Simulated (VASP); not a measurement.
# ZrB (I4mm) in VASP: notebook

The runs below take ZrB through single point, with PBEsol.

All numbers are computed with VASP 6.6.1; they aren't measurements. Logs are shortened: lines on timing, memory, paths and dates and some standing lists are left out, and cuts for length are marked.

### Step 1. The cell of the first run

The structure is tetragonal, space group I4mm (No. 107). Conventional cell: a = 3.288 Å, b = 3.288 Å, c = 4.650 Å, α = 90.00°, β = 90.00°, γ = 90.00°. Zr (site symmetry 4mm) has 6 B at 2.20 to 2.45 Å within 2.9 Å. B (site symmetry 4mm) has 6 Zr at 2.20 to 2.45 Å within 2.9 Å.

### Step 2. Single point, PBEsol

INCAR reads:

```
PREC = Accurate
ENCUT = 520
EDIFF = 1E-6
ISMEAR = 0
SIGMA = 0.15
LREAL = False
LASPH = True
NELM = 80
ALGO = Normal
ISIF = 2
LWAVE = False
LCHARG = True
GGA = PS
LELF = True
LVHAR = True
NBANDS = 14
```

KPOINTS reads:

```
regular mesh
0
Gamma
  18 18 18
```

POSCAR reads:

```
ZrB
1.0
    0.0000000000      2.3250000000      2.3250000000
    2.3250000000      0.0000000000      2.3250000000
    2.3250000000      2.3250000000      0.0000000000
Zr B
1 1
Direct
    0.0000000000      0.0000000000      0.0000000000
    0.4731182796      0.4731182796      0.5268817204
```

Potentials or basis: VASP PAW PBE potentials, release 64 (Zr_sv, B).

The run is started by

```sh
cat potpaw_PBE.64/Zr_sv/POTCAR potpaw_PBE.64/B/POTCAR > POTCAR
mpirun -np 1 vasp_std > vasp.out
```

OUTCAR:

```text
PREC = Accurate
   ENCUT = 520
   EDIFF = 1E-6
   ISMEAR = 0
   LREAL = False
   LASPH = True
   NELM = 80
   ISIF = 2
   GGA = PS

 ion  position               nearest neighbor table
   1  0.000  0.000  0.000-   2 2.20   2 2.33   2 2.33   2 2.33   2 2.33   2 2.45
   2  0.473  0.473  0.527-   1 2.20   1 2.33   1 2.33   1 2.33   1 2.33   1 2.45

  LATTYP: Found a face centered cubic cell.
 ALAT       =     4.6500000000

  Lattice vectors:

 A1 = (   0.0000000000,   2.3250000000,   2.3250000000)
 A2 = (   2.3250000000,   0.0000000000,   2.3250000000)
 A3 = (   2.3250000000,   2.3250000000,   0.0000000000)

Analysis of symmetry for initial positions (statically):
=====================================================================
 Subroutine PRICEL returns:
 Original cell was already a primitive cell.

 Routine SETGRP: Setting up the symmetry group for a
 face centered cubic supercell.

 Subroutine GETGRP returns: Found  8 space group operations
 (whereof  8 operations were pure point group operations)
 out of a pool of 48 trial point group operations.

The static configuration has the point symmetry C_4v.

Analysis of symmetry for dynamics (positions and initial velocities):
=====================================================================
 Subroutine PRICEL returns:
 Original cell was already a primitive cell.

 Routine SETGRP: Setting up the symmetry group for a
 face centered cubic supercell.

 Subroutine GETGRP returns: Found  8 space group operations
 (whereof  8 operations were pure point group operations)
 out of a pool of 48 trial point group operations.

The dynamic configuration has the point symmetry C_4v.

 Subroutine INISYM returns: Found  8 space group operations
 (whereof  8 operations are pure point group operations),
 and found     1 'primitive' translations

----------------------------------------------------------------------------------------

                                     Primitive cell

  volume of cell :      25.1362

  direct lattice vectors                    reciprocal lattice vectors
     0.000000000  2.325000000  2.325000000    -0.215053763  0.215053763  0.215053763
     2.325000000  0.000000000  2.325000000     0.215053763 -0.215053763  0.215053763
     2.325000000  2.325000000  0.000000000     0.215053763  0.215053763 -0.215053763

  length of vectors
     3.288046533  3.288046533  3.288046533     0.372484045  0.372484045  0.372484045

  position of ions in fractional coordinates (direct lattice)
     0.000000000  0.000000000  0.000000000
     0.473118280  0.473118280  0.526881720

  ion indices of the primitive-cell ions
   primitive index   ion index
                 1           1
                 2           2

----------------------------------------------------------------------------------------

 KPOINTS: regular mesh

Automatic generation of k-mesh.
 Grid dimensions read from file:
 generate k-points for:   18   18   18

 Generating k-lattice:

  Cartesian coordinates                     Fractional coordinates (reciprocal lattice)
    -0.011947431  0.011947431  0.011947431     0.055555556  0.000000000  0.000000000
     0.011947431 -0.011947431  0.011947431     0.000000000  0.055555556  0.000000000
     0.011947431  0.011947431 -0.011947431     0.000000000  0.000000000  0.055555556

  Length of vectors
     0.020693558  0.020693558  0.020693558

  Shift w.r.t. Gamma in fractional coordinates (k-lattice)
     0.000000000  0.000000000  0.000000000

 Subroutine IBZKPT returns following result:
 ===========================================

 Found    480 irreducible k-points:

 Following reciprocal coordinates:
            Coordinates               Weight
  0.000000  0.000000  0.000000      1.000000
  0.055556  0.000000  0.000000      8.000000
  0.111111  0.000000  0.000000      8.000000
  0.166667  0.000000  0.000000      8.000000
  0.222222  0.000000  0.000000      8.000000
  0.277778  0.000000  0.000000      8.000000
[... 16 lines left out ...]
  0.388889  0.055556  0.000000      8.000000
  0.000000  0.388889  0.055556     16.000000
 [... further k-points ...]
   k-points           NKPTS =    480   k-points in BZ     NKDIM =    480   number of bands    NBANDS=     14
   number of dos      NEDOS =    301   number of ions     NIONS =      2
   total plane-waves  NPLWV =  13824
   dimension x,y,z NGX =    24 NGY =   24 NGZ =   24
   dimension x,y,z NGXF=    48 NGYF=   48 NGZF=   48
   ions per type =               1   1
   NGX,Y,Z   is equivalent  to a cutoff of  12.13, 12.13, 12.13 a.u.
   NGXF,Y,Z  is equivalent  to a cutoff of  24.27, 24.27, 24.27 a.u.
 SYSTEM =  unknown system
   PREC   = accura    normal or accurate (medium, high low for compatibility)
   ISTART =      0    job   : 0-new  1-cont  2-samecut
   ICHARG =      2    charge: 1-file 2-atom 10-const
   ISPIN  =      1    spin polarized calculation?
   LNONCOLLINEAR =      F non collinear calculations
   LSORBIT =      F    spin-orbit coupling
   LASPH  =      T    aspherical Exc in radial PAW
   ENCUT  =  520.0 eV  38.22 Ry    6.18 a.u.   6.11  6.11  6.11*2*pi/ulx,y,z
   NELM   =     80;   NELMIN=  2; NELMDL= -5     # of ELM steps
   EDIFF  = 0.1E-05   stopping-criterion for ELM
   LREAL  =      F    real-space projection
   EDIFFG = 0.1E-04   stopping-criterion for IOM
   NSW    =      0    number of steps for IOM
   IBRION =     -1    ionic relax: 0-MD 1-quasi-New 2-CG
   NFREE  =      0    steps in history (QN), initial steepest desc. (CG)
   ISIF   =      2    stress and relaxation
   ISYM   =      2    0-nonsym 1-usesym 2-fastsym
   POTIM  = 0.5000    time-step for ionic-motion
   TEBEG  =    0.0;   TEEND  =   0.0 temperature during run
   PSTRESS=    0.0 pullay stress
   NELECT =      15.0000    total number of electrons
   NUPDOWN=      -1.0000    fix difference up-down
   EMIN   =  10.00;   EMAX   =-10.00  energy-range for DOS
   EFERMI =   0.00;   METHOD = LEGACY
   ISMEAR =     0;   SIGMA  =   0.15  broadening in eV -4-tet -1-fermi 0-gaus
   EFERMI_NEDOS =   21; number of points for ismear=-14 and -15
   IALGO  =     38    algorithm
   IMIX   =      4    mixing-type and parameters
     AMIX     =   0.40;   BMIX     =  1.00
     AMIX_MAG =   1.60;   BMIX_MAG =  1.00
  volume/ion in A,a.u.               =      12.57        84.81
  Fermi-wavevector in a.u.,A,eV,Ry     =   1.378285  2.604581 25.846565  1.899669
  Thomas-Fermi vector in A             =   2.503360
   LORBIT       =      0    0 simple, 1 ext, 2 COOP (PROOUT), +10 PAW based schemes
   GGA     = PS    functional components
   LHFCALC =     F    Hartree Fock is set to
   AEXX    =    0.0000 exact exchange contribution
   IVDW    =     0    specifies the selected vdW correction
   LEPSILON=     F    determine dielectric tensor
   LRPA    =     F    only Hartree local field effects (RPA)
 non-spin polarized calculation
 Gauss-broadening in eV      SIGMA  =   0.15
  energy-cutoff  :      520.00
  volume of cell :       25.14
 maximum number of plane-waves:       700
   NGX = 13   NGY = 13   NGZ = 13

 number of electron      15.0000000 magnetization

 Free energy of the ion-electron system (eV)
  ---------------------------------------------------
  ext. energy  EPLUGINS =         0.00000000
  ---------------------------------------------------
  free energy    TOTEN  =       -16.53973771 eV

  energy without entropy =      -16.52774169  energy(sigma->0) =      -16.53373970

 E-fermi :   8.9195     XC(G=0): -12.3262

 val. band max:        8.9171459619   @ k =   0.0000  -0.1667   0.1111
 cond. band min:       8.9207082662   @ k =   0.2778   0.1667   0.0556
 fundamental gap:      0.0035623043
 Fermi energy:         8.9195278578

 k-point     1 :       0.0000    0.0000    0.0000
  band No.  band energies     occupation
      1     -37.7580      2.00000
      2     -15.5487      2.00000
      3     -15.5225      2.00000
      4     -15.5225      2.00000
      5       0.6134      2.00000
      6      10.5513      0.00000
      7      10.5513      0.00000
      8      10.8096      0.00000
      9      11.7149      0.00000
     10      12.6160      0.00000
     11      13.0446      0.00000
     12      13.0446      0.00000
     13      13.7571      0.00000
     14      19.9744      0.00000

 k-point     2 :       0.0556    0.0000    0.0000
  band No.  band energies     occupation
      1     -37.7543      2.00000
      2     -15.5690      2.00000
      3     -15.5369      2.00000
      4     -15.5255      2.00000
      5       0.6992      2.00000
      6      10.2822      0.00000
      7      10.5107      0.00000
      8      10.7959      0.00000
      9      11.5220      0.00000
     10      11.9736      0.00000
     11      12.9990      0.00000
     12      13.8946      0.00000
     13      14.3156      0.00000
     14      20.1866      0.00000

 k-point     3 :       0.1111    0.0000    0.0000
  band No.  band energies     occupation
      1     -37.7439      2.00000
      2     -15.6549      2.00000
      3     -15.5498      2.00000
      4     -15.5340      2.00000
      5       0.9497      2.00000
      6       9.6819      0.00000
      7      10.2213      0.00000
      8      10.4724      0.00000
      9      11.4013      0.00000
     10      11.6149      0.00000
     11      13.1731      0.00000
     12      15.0385      0.00000
     13      15.3276      0.00000
     14      20.7862      0.00000

 k-point     4 :       0.1667    0.0000    0.0000
  band No.  band energies     occupation
      1     -37.7278      2.00000
      2     -15.7896      2.00000
      3     -15.5636      2.00000
      4     -15.5470      2.00000
      5       1.3449      2.00000
      6       8.9835      0.54671
      7       9.6430      0.00000
      8       9.8136      0.00000
      9      11.6795      0.00000
     10      11.7724      0.00000
     11      13.4106      0.00000
     12      16.2653      0.00000
     13      16.4877      0.00000
     14      21.6288      0.00000

 k-point     5 :       0.2222    0.0000    0.0000
  band No.  band energies     occupation
      1     -37.7079      2.00000
      2     -15.9514      2.00000
      3     -15.5797      2.00000
      4     -15.5629      2.00000
      5       1.8550      2.00000
      6       8.2768      2.00000
      7       9.0335      0.28243
      8       9.1499      0.02988
      9      12.1406      0.00000
     10      12.1926      0.00000
     11      13.6603      0.00000
[... 276 lines left out ...]
 k-point    22 :       0.0000    0.3333    0.0556
  band No.  band energies     occupation
      1     -37.6709      2.00000
      2     -16.2196      2.00000
      3     -15.6274      2.00000
      4     -15.5960      2.00000
      5       2.9036      2.00000
      6       7.0643      2.00000
      7       8.1012      2.00000
      8       8.4404      1.99999
      9      12.6837      0.00000
     10      13.5298      0.00000
     11      14.4559      0.00000
     12      19.0599      0.00000
     13      20.1032      0.00000
     14      20.9500      0.00000

 k-point    23 :       0.3889    0.0556    0.0000
  band No.  band energies     occupation
      1     -37.6533      2.00000
      2     -16.3532      2.00000
      3     -15.6271      2.00000
      4     -15.6231      2.00000
      5       3.5355      2.00000
      6       6.4450      2.00000
      7       7.8407      2.00000
      8       7.9949      2.00000
      9      13.3178      0.00000
     10      14.1429      0.00000
     11      14.9887      0.00000
     12      19.3744      0.00000
     13      19.9781      0.00000
     14      21.6003      0.00000

 k-point    24 :       0.0000    0.3889    0.0556
  band No.  band energies     occupation
      1     -37.6533      2.00000
      2     -16.3511      2.00000
      3     -15.6385      2.00000
      4     -15.6135      2.00000
      5       3.5319      2.00000
      6       6.4450      2.00000
      7       7.7992      2.00000
      8       8.0495      2.00000
      9      13.3100      0.00000
     10      14.1109      0.00000
     11      14.9691      0.00000
     12      19.4166      0.00000
     13      20.2008      0.00000
     14      21.3471      0.00000

 [... further k-points ...]

------------------------ aborting loop because EDIFF is reached ----------------------------------------

  FORCE on cell =-STRESS in cart. coord.  units (eV):
  Direction    XX          YY          ZZ          XY          YZ          ZX
  --------------------------------------------------------------------------------------
  -------------------------------------------------------------------------------------
  Total        4.5707296      4.5707296      5.2698203      0.0000000      0.0000000     -0.0000000
  in kB      291.3380721    291.3380721    335.8980787      0.0000000      0.0000000     -0.0000000
  external PRESSURE =     306.1914076 kB  Pullay stress =       0.0000000 kB

 VOLUME and BASIS-vectors are now :
 -----------------------------------------------------------------------------
  energy-cutoff  :      520.00
  volume of cell :       25.14
      direct lattice vectors                 reciprocal lattice vectors
     0.000000000  2.325000000  2.325000000    -0.215053763  0.215053763  0.215053763
     2.325000000  0.000000000  2.325000000     0.215053763 -0.215053763  0.215053763
     2.325000000  2.325000000  0.000000000     0.215053763  0.215053763 -0.215053763

 POSITION                                       TOTAL-FORCE (eV/Angst)
 -----------------------------------------------------------------------------------
      0.00000      0.00000      0.00000         0.000000      0.000000     -1.352333
      2.32500      2.32500      2.20000         0.000000      0.000000      1.352333
 -----------------------------------------------------------------------------------
    total drift:                                0.000000      0.000000      0.000095

  FREE ENERGIE OF THE ION-ELECTRON SYSTEM (eV)
  ---------------------------------------------------
  free  energy   TOTEN  =       -16.5397377106 eV

  energy  without entropy=      -16.5277416919  energy(sigma->0) =      -16.53373970
```

It took 37 s on 1 thread of Intel Xeon 6975P-C (Granite Rapids), shared host; peak memory 0.28 GiB.

What came out:

```
Free energy            : -16.5397 eV
Pressure               : 30.6 GPa
Largest force          : 1.352 eV/Å
Band gap on the k mesh : zero (an odd number of electrons rules out a gap without spin polarisation)
```

Forces in eV/Å, atoms in the order of the input:
```
Zr   0.000  0.000 -1.352
B    0.000  0.000  1.352
```

Levels at points of the mesh, in eV from the Fermi level:
| k point | band 4 | band 5 | band 6 | band 7 | band 8 | band 9 | band 10 | band 11 | band 12 | band 13 |
| --- | --- | --- | --- | --- | --- | --- | --- | --- | --- | --- |
| (0.00, 0.00, 0.00) | -24.44 | -8.31 | 1.63 | 1.63 | 1.89 | 2.80 | 3.70 | 4.13 | 4.13 | 4.84 |
| (0.50, 0.00, 0.00) | -24.54 | -4.26 | -3.52 | -1.41 | -1.39 | 5.71 | 5.76 | 7.34 | 8.16 | 12.67 |
| (0.50, 0.50, 0.00) | -24.78 | -6.44 | -1.17 | -0.24 | 2.56 | 2.56 | 5.50 | 6.90 | 6.90 | 10.23 |
| (0.00, 0.50, 0.50) | -24.78 | -6.45 | -1.33 | -0.30 | 2.49 | 2.75 | 5.60 | 6.91 | 6.92 | 10.68 |

Caveat: the cell differs from its parent crystal (all B atoms moved +0.125 Å, as atom 2 towards its neighbour atom 1 (Zr) at 2.325 Å); the cell stands under pressure; the PAW data sets were made with another functional, which shifts forces and pressure a little.

### Step 3. Single point, PBEsol

INCAR reads:

```
SYSTEM = ZrB
ALGO = Normal
EDIFF = 1E-6
ENCUT = 520
GGA = PS
ISIF = 2
ISMEAR = 0
LASPH = .TRUE.
LCHARG = .FALSE.
LREAL = .FALSE.
LWAVE = .FALSE.
NBANDS = 14
NELM = 60
PREC = Accurate
SIGMA = 0.15
```

KPOINTS reads:

```
k-points
0
G
  18 18 18
  0 0 0
```

POSCAR, as its differences from that of step 2:

```diff
@@ -9,2 +9,2 @@
     0.0000000000      0.0000000000      0.0000000000
-    0.4731182796      0.4731182796      0.5268817204
+    0.4865591398      0.4865591398      0.5134408602
```

Potentials or basis: VASP PAW PBE potentials, release 64 (Zr_sv, B).

The run is started by

```sh
cat potpaw_PBE.64/Zr_sv/POTCAR potpaw_PBE.64/B/POTCAR > POTCAR
mpirun -np 1 vasp_std > vasp.out
```

Run time: 36 s. Hardware: 1 thread of Intel Xeon 6975P-C (Granite Rapids), shared host; peak memory 0.28 GiB.

The run converged. Its results:

- Free energy: -16.6017 eV
- Pressure: 29.9 GPa
- Largest force: 0.647 eV/Å
- Band gap on the k mesh: zero (an odd number of electrons rules out a gap without spin polarisation)

Forces on the atoms (eV/Å):
```
Zr   0.000  0.000 -0.647
B    0.000  0.000  0.647
```

Stress tensor (GPa, compression positive):
```
29.56  0.00  0.00
 0.00 29.56  0.00
 0.00  0.00 30.69
```

Levels at points of the mesh, in eV from the Fermi level:
| k point | band 5 | band 6 | band 7 | band 8 | band 9 | band 10 | band 11 | band 12 |
| --- | --- | --- | --- | --- | --- | --- | --- | --- |
| (0.00, 0.00, 0.00) | -8.30 | 1.82 | 1.82 | 1.89 | 3.27 | 3.70 | 3.93 | 3.93 |
| (0.50, 0.00, 0.00) | -4.22 | -3.53 | -1.41 | -1.40 | 5.76 | 5.77 | 7.37 | 8.22 |
| (0.50, 0.50, 0.00) | -6.45 | -1.16 | -0.27 | 2.58 | 2.58 | 5.50 | 6.93 | 6.93 |
| (0.00, 0.50, 0.50) | -6.45 | -1.20 | -0.28 | 2.56 | 2.62 | 5.52 | 6.93 | 6.94 |

Caveat: the cell differs from its parent crystal (all B atoms moved +0.062 Å, as atom 2 towards its neighbour atom 1 (Zr) at 2.325 Å); the cell stands under pressure; the PAW data sets were made with another functional, which shifts forces and pressure a little.
